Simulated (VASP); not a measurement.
# MgS (pbe) (R-3m) in VASP: a series of runs

MgS (pbe) is run at these levels: PBE; tasks: relaxation of the atoms.

Program: VASP 6.6.1. These are calculated values, not measurements. Logs are shortened: lines on timing, memory, paths and dates and some standing lists are left out, and cuts for length are marked.

### Step 1. The cell of the first run

The structure is trigonal, space group R-3m (No. 166). The conventional cell has a = 3.735 Å, b = 3.735 Å, c = 9.005 Å, α = 90.00°, β = 90.00°, γ = 120.00°. Mg (site symmetry -3m) has 6 S at 2.63 Å within 3.5 Å. Within 3.5 Å of S (site symmetry -3m) lie 6 Mg at 2.63 Å.

### Step 2. Relaxation of the atoms, PBE (strained cell)

INCAR reads:

```
ALGO     = Normal         # electronic algorithm
EDIFF    = 1E-7           # SCF threshold, eV
EDIFFG   = -0.002         # ionic threshold
ENCUT    = 520            # plane-wave cutoff, eV
GGA      = PE             # functional
GGA_COMPAT= False        
IBRION   = 2              # ionic algorithm
ISIF     = 2              # what is computed and relaxed
ISMEAR   = 0              # smearing method
LASPH    = True           # aspherical terms in the spheres
LCHARG   = False          # write CHGCAR
LREAL    = False          # projectors in reciprocal space
LWAVE    = False          # write WAVECAR
NELM     = 120            # most SCF steps
NELMIN   = 4            
NSW      = 60             # ionic steps
PREC     = Accurate       # precision mode
SIGMA    = 0.02           # smearing width, eV
```

KPOINTS reads:

```
k-points
0
Gamma
  6 6 6
```

POSCAR reads:

```
MgS
1.0
   -0.0278943209      2.6133491899      2.6133491899
    2.6133491899     -0.0278943209      2.6133491899
    2.6133491899      2.6133491899     -0.0278943209
Mg S
1 1
Direct
    0.0000000000      0.0000000000      0.0000000000
    0.5000000000      0.5000000000      0.5000000000
```

Potentials or basis: VASP PAW PBE potentials, release 64 (Mg, S).

Started as:

```console
$ cat potpaw_PBE.64/Mg/POTCAR potpaw_PBE.64/S/POTCAR > POTCAR
$ mpirun -np 1 vasp_std > vasp.out
```

OUTCAR:

```text
EDIFF = 1E-7
   EDIFFG = -0.002
   ENCUT = 520
   GGA = PE
   IBRION = 2
   ISIF = 2
   ISMEAR = 0
   LASPH = True
   LREAL = False
   NELM = 120
   NELMIN = 4
   NSW = 60
   PREC = Accurate

 ion  position               nearest neighbor table
   1  0.000  0.000  0.000-   2 2.63   2 2.63   2 2.63   2 2.63   2 2.63   2 2.63
   2  0.500  0.500  0.500-   1 2.63   1 2.63   1 2.63   1 2.63   1 2.63   1 2.63

  LATTYP: Found a trigonal (rhomboedric) cell.
 ALAT       =     3.6959391323
 COS(alpha) =     0.4892983447

  Lattice vectors:

 A1 = (  -0.0278943209,   2.6133491899,   2.6133491899)
 A2 = (   2.6133491899,  -0.0278943209,   2.6133491899)
 A3 = (   2.6133491899,   2.6133491899,  -0.0278943209)

Analysis of symmetry for initial positions (statically):
=====================================================================
 Subroutine PRICEL returns:
 Original cell was already a primitive cell.

 Routine SETGRP: Setting up the symmetry group for a
 trigonal (rhombohedral) supercell.

 Subroutine GETGRP returns: Found 12 space group operations
 (whereof 12 operations were pure point group operations)
 out of a pool of 12 trial point group operations.

The static configuration has the point symmetry D_3d.

Analysis of symmetry for dynamics (positions and initial velocities):
=====================================================================
 Subroutine PRICEL returns:
 Original cell was already a primitive cell.

 Routine SETGRP: Setting up the symmetry group for a
 trigonal (rhombohedral) supercell.

 Subroutine GETGRP returns: Found 12 space group operations
 (whereof 12 operations were pure point group operations)
 out of a pool of 12 trial point group operations.

The dynamic configuration has the point symmetry D_3d.

 Subroutine INISYM returns: Found 12 space group operations
 (whereof 12 operations are pure point group operations),
 and found     1 'primitive' translations

----------------------------------------------------------------------------------------

                                     Primitive cell

  volume of cell :      36.2677

  direct lattice vectors                    reciprocal lattice vectors
    -0.027894321  2.613349190  2.613349190    -0.188289052  0.190320492  0.190320492
     2.613349190 -0.027894321  2.613349190     0.190320492 -0.188289052  0.190320492
     2.613349190  2.613349190 -0.027894321     0.190320492  0.190320492 -0.188289052

  length of vectors
     3.695939132  3.695939132  3.695939132     0.328476097  0.328476097  0.328476097

  position of ions in fractional coordinates (direct lattice)
     0.000000000  0.000000000  0.000000000
     0.500000000  0.500000000  0.500000000

  ion indices of the primitive-cell ions
   primitive index   ion index
                 1           1
                 2           2

----------------------------------------------------------------------------------------

 KPOINTS: k-points

Automatic generation of k-mesh.
 Grid dimensions read from file:
 generate k-points for:    6    6    6

 Generating k-lattice:

  Cartesian coordinates                     Fractional coordinates (reciprocal lattice)
    -0.031381509  0.031720082  0.031720082     0.166666667 -0.000000000 -0.000000000
     0.031720082 -0.031381509  0.031720082    -0.000000000  0.166666667 -0.000000000
     0.031720082  0.031720082 -0.031381509    -0.000000000 -0.000000000  0.166666667

  Length of vectors
     0.054746016  0.054746016  0.054746016

  Shift w.r.t. Gamma in fractional coordinates (k-lattice)
     0.000000000  0.000000000  0.000000000

 Subroutine IBZKPT returns following result:
 ===========================================

 Found     32 irreducible k-points:

 Following reciprocal coordinates:
            Coordinates               Weight
  0.000000  0.000000  0.000000      1.000000
  0.166667  0.000000  0.000000      6.000000
  0.333333  0.000000 -0.000000      6.000000
  0.500000  0.000000 -0.000000      3.000000
  0.166667  0.166667 -0.000000      6.000000
  0.333333  0.166667 -0.000000     12.000000
[... 16 lines left out ...]
  0.500000  0.500000  0.166667      6.000000
 -0.333333  0.500000  0.166667     12.000000
 [... further k-points ...]
   k-points           NKPTS =     32   k-points in BZ     NKDIM =     32   number of bands    NBANDS=      8
   number of dos      NEDOS =    301   number of ions     NIONS =      2
   total plane-waves  NPLWV =  21952
   dimension x,y,z NGX =    28 NGY =   28 NGZ =   28
   dimension x,y,z NGXF=    56 NGYF=   56 NGZF=   56
   ions per type =               1   1
   NGX,Y,Z   is equivalent  to a cutoff of  12.59, 12.59, 12.59 a.u.
   NGXF,Y,Z  is equivalent  to a cutoff of  25.19, 25.19, 25.19 a.u.
 SYSTEM =  unknown system
   PREC   = accura    normal or accurate (medium, high low for compatibility)
   ISTART =      0    job   : 0-new  1-cont  2-samecut
   ICHARG =      2    charge: 1-file 2-atom 10-const
   ISPIN  =      1    spin polarized calculation?
   LNONCOLLINEAR =      F non collinear calculations
   LSORBIT =      F    spin-orbit coupling
   LASPH  =      T    aspherical Exc in radial PAW
   ENCUT  =  520.0 eV  38.22 Ry    6.18 a.u.   6.87  6.87  6.87*2*pi/ulx,y,z
   NELM   =    120;   NELMIN=  4; NELMDL= -5     # of ELM steps
   EDIFF  = 0.1E-06   stopping-criterion for ELM
   LREAL  =      F    real-space projection
   EDIFFG = -.2E-02   stopping-criterion for IOM
   NSW    =     60    number of steps for IOM
   IBRION =      2    ionic relax: 0-MD 1-quasi-New 2-CG
   NFREE  =      1    steps in history (QN), initial steepest desc. (CG)
   ISIF   =      2    stress and relaxation
   ISYM   =      2    0-nonsym 1-usesym 2-fastsym
   POTIM  = 0.5000    time-step for ionic-motion
   TEBEG  =    0.0;   TEEND  =   0.0 temperature during run
   PSTRESS=    0.0 pullay stress
   NELECT =       8.0000    total number of electrons
   NUPDOWN=      -1.0000    fix difference up-down
   EMIN   =  10.00;   EMAX   =-10.00  energy-range for DOS
   EFERMI =   0.00;   METHOD = LEGACY
   ISMEAR =     0;   SIGMA  =   0.02  broadening in eV -4-tet -1-fermi 0-gaus
   EFERMI_NEDOS =   21; number of points for ismear=-14 and -15
   IALGO  =     38    algorithm
   IMIX   =      4    mixing-type and parameters
     AMIX     =   0.40;   BMIX     =  1.00
     AMIX_MAG =   1.60;   BMIX_MAG =  1.00
  volume/ion in A,a.u.               =      18.13       122.37
  Fermi-wavevector in a.u.,A,eV,Ry     =   0.989156  1.869233 13.312338  0.978429
  Thomas-Fermi vector in A             =   2.120734
   LORBIT       =      0    0 simple, 1 ext, 2 COOP (PROOUT), +10 PAW based schemes
   GGA     = PE    functional components
   LHFCALC =     F    Hartree Fock is set to
   AEXX    =    0.0000 exact exchange contribution
   IVDW    =     0    specifies the selected vdW correction
   LEPSILON=     F    determine dielectric tensor
   LRPA    =     F    only Hartree local field effects (RPA)
 conjugate gradient relaxation of ions
 non-spin polarized calculation
 Gauss-broadening in eV      SIGMA  =   0.02
  energy-cutoff  :      520.00
  volume of cell :       36.27
 maximum number of plane-waves:       989
   NGX = 13   NGY = 13   NGZ = 13

 number of electron       8.0000001 magnetization

 Free energy of the ion-electron system (eV)
  ---------------------------------------------------
  ext. energy  EPLUGINS =         0.00000000
  ---------------------------------------------------
  free energy    TOTEN  =        -8.49596235 eV

  energy without entropy =       -8.49596235  energy(sigma->0) =       -8.49596235

 E-fermi :   3.6809     XC(G=0):  -9.5673

 val. band max:        3.5625634236   @ k =   0.0000   0.0000   0.0000
 cond. band min:       6.1756154273   @ k =   0.5000   0.5000   0.0000
 fundamental gap:      2.6130520037
 Fermi energy:         3.6809358858

 k-point     1 :       0.0000    0.0000    0.0000
  band No.  band energies     occupation
      1      -9.0329      2.00000
      2       3.4250      2.00000
      3       3.4250      2.00000
      4       3.5626      2.00000
      5       6.9467      0.00000
      6      11.3528      0.00000
      7      11.3528      0.00000
      8      11.6235      0.00000

 k-point     2 :       0.1667    0.0000    0.0000
  band No.  band energies     occupation
      1      -8.7841      2.00000
      2       1.8474      2.00000
      3       3.2753      2.00000
      4       3.3854      2.00000
      5       8.0926      0.00000
      6      11.0442      0.00000
      7      11.6131      0.00000
      8      11.7872      0.00000

 k-point     3 :       0.3333    0.0000   -0.0000
  band No.  band energies     occupation
      1      -8.1885      2.00000
      2      -0.2818      2.00000
      3       3.0144      2.00000
      4       3.1024      2.00000
      5       8.2141      0.00000
      6      10.7466      0.00000
      7      10.8728      0.00000
      8      12.5120      0.00000

 k-point     4 :       0.5000    0.0000   -0.0000
  band No.  band energies     occupation
      1      -7.8136      2.00000
      2      -1.2235      2.00000
      3       2.8991      2.00000
      4       2.9772      2.00000
      5       8.0072      0.00000
      6      10.3151      0.00000
      7      10.4514      0.00000
      8      13.2650      0.00000

 k-point     5 :       0.1667    0.1667   -0.0000
  band No.  band energies     occupation
      1      -8.7002      2.00000
      2       1.9611      2.00000
      3       2.9111      2.00000
      4       3.0196      2.00000
      5       8.5680      0.00000
      6      10.0311      0.00000
      7      11.2914      0.00000
      8      12.4438      0.00000
[... 177 lines left out ...]
 k-point    22 :      -0.1667    0.3333    0.1667
  band No.  band energies     occupation
      1      -7.7832      2.00000
      2      -0.1056      2.00000
      3       1.3585      2.00000
      4       2.3162      2.00000
      5       8.6730      0.00000
      6      10.1251      0.00000
      7      10.7723      0.00000
      8      13.1327      0.00000

 k-point    23 :       0.5000    0.5000    0.1667
  band No.  band energies     occupation
      1      -7.5421      2.00000
      2      -0.3021      2.00000
      3       1.2853      2.00000
      4       2.0079      2.00000
      5       7.0427      0.00000
      6       9.1753      0.00000
      7      13.1919      0.00000
      8      13.5315      0.00000

 k-point    24 :      -0.3333    0.5000    0.1667
  band No.  band energies     occupation
      1      -7.4208      2.00000
      2      -0.1403      2.00000
      3       0.9892      2.00000
      4       1.3395      2.00000
      5       7.7765      0.00000
      6       9.7159      0.00000
      7      12.4703      0.00000
      8      13.1605      0.00000

 [... further k-points ...]

------------------------ aborting loop because EDIFF is reached ----------------------------------------

  FORCE on cell =-STRESS in cart. coord.  units (eV):
  Direction    XX          YY          ZZ          XY          YZ          ZX
  --------------------------------------------------------------------------------------
  -------------------------------------------------------------------------------------
  Total       -0.2893136     -0.2893136     -0.2893136      0.1261750      0.1261750      0.1261750
  in kB      -12.7808295    -12.7808295    -12.7808295      5.5739557      5.5739557      5.5739557
  external PRESSURE =     -12.7808295 kB  Pullay stress =       0.0000000 kB

 VOLUME and BASIS-vectors are now :
 -----------------------------------------------------------------------------
  energy-cutoff  :      520.00
  volume of cell :       36.27
      direct lattice vectors                 reciprocal lattice vectors
    -0.027894321  2.613349190  2.613349190    -0.188289052  0.190320492  0.190320492
     2.613349190 -0.027894321  2.613349190     0.190320492 -0.188289052  0.190320492
     2.613349190  2.613349190 -0.027894321     0.190320492  0.190320492 -0.188289052

 POSITION                                       TOTAL-FORCE (eV/Angst)
 -----------------------------------------------------------------------------------
      0.00000      0.00000      0.00000        -0.000000      0.000000     -0.000000
      2.59940      2.59940      2.59940         0.000000     -0.000000      0.000000
 -----------------------------------------------------------------------------------
    total drift:                                0.000000      0.000000      0.000000

  FREE ENERGIE OF THE ION-ELECTRON SYSTEM (eV)
  ---------------------------------------------------
  free  energy   TOTEN  =        -8.4959623517 eV

  energy  without entropy=       -8.4959623517  energy(sigma->0) =       -8.49596235

 reached required accuracy - stopping structural energy minimisation
```

It took 19 s on 1 thread of Intel Xeon 8259CL, shared host; peak memory 0.16 GiB.

What came out:

* Free energy: -8.4960 eV
* Pressure after relaxing: -1.3 GPa
* Band gap on the k mesh: 2.61 eV, indirect (least direct gap 3.38 eV)

Final structure:
```
Mg S
1.0
    -0.02789    2.61335    2.61335
     2.61335   -0.02789    2.61335
     2.61335    2.61335   -0.02789
Mg S
1 1
Direct
  0.00000 0.00000 0.00000
  0.50000 0.50000 0.50000
```

Caveat: the cell differs from its parent crystal (strained cell); the relaxation stopped at its first step, so nothing moved. A k mesh can miss the band edges.

(Continued in part 2 of 2.)
